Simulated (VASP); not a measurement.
The system is TiW2.

```
CELL_PARAMETERS angstrom
4.51842 0.00000 0.00000
-2.25921 3.91306 0.00000
0.00000 0.00000 2.76695
ATOMIC_POSITIONS crystal
Ti 0.00000 0.00000 0.00000
W 0.33333 0.66667 0.33333
W 0.66667 0.33333 0.66667
```

* Program: VASP 6.6.1
* Task: relaxation of cell and atoms
* Functional: PBE
* Potentials or basis: VASP PAW PBE potentials, release 64 (Ti_sv, W_sv)
* Cutoff: 600 eV
* k mesh: 6 × 6 × 6
* Occupations: gaussian, width 0.1 eV
* Spin: no spin polarisation

At the start: pressure -2.9 GPa; volume 16.31 Å³/atom.

**Question.** Where does the relaxation end?

**Answer.** Over 7 steps the energy falls by 16.2 meV/atom and the volume is 16.15 Å³/atom (-0.9 %); space group P-3m1 (No. 164, to 0.1 Å) before and after.

Step by step:
| step | energy change (eV) | largest force (eV/Å) | pressure (GPa) | volume (Å³) |
| --- | --- | --- | --- | --- |
| 1 | 0.0000 | 0.7847 | -2.93 | 48.92 |
| 2 | -0.0061 | 0.1544 | 8.14 | 46.84 |
| 3 | -0.0268 | 0.4729 | 2.72 | 47.79 |
| 4 | -0.0474 | 0.1371 | -0.17 | 48.48 |
| 5 | -0.0483 | 0.0281 | 0.29 | 48.37 |
| 6 | -0.0484 | 0.0243 | -0.50 | 48.52 |
| 7 | -0.0485 | 0.0031 | -0.18 | 48.46 |

Final structure:
```
Ti W
1.0
     4.49186    0.00000    0.00000
    -2.24593    3.89006    0.00000
     0.00000    0.00000    2.77323
Ti W
1 2
Direct
  0.00000 0.00000 0.00000
  0.33333 0.66667 0.35200
  0.66667 0.33333 0.64800
```

Caveat: the k points lie up to 0.38 Å⁻¹ apart in the final cell, too coarse for converged energies and pressures of a metal.
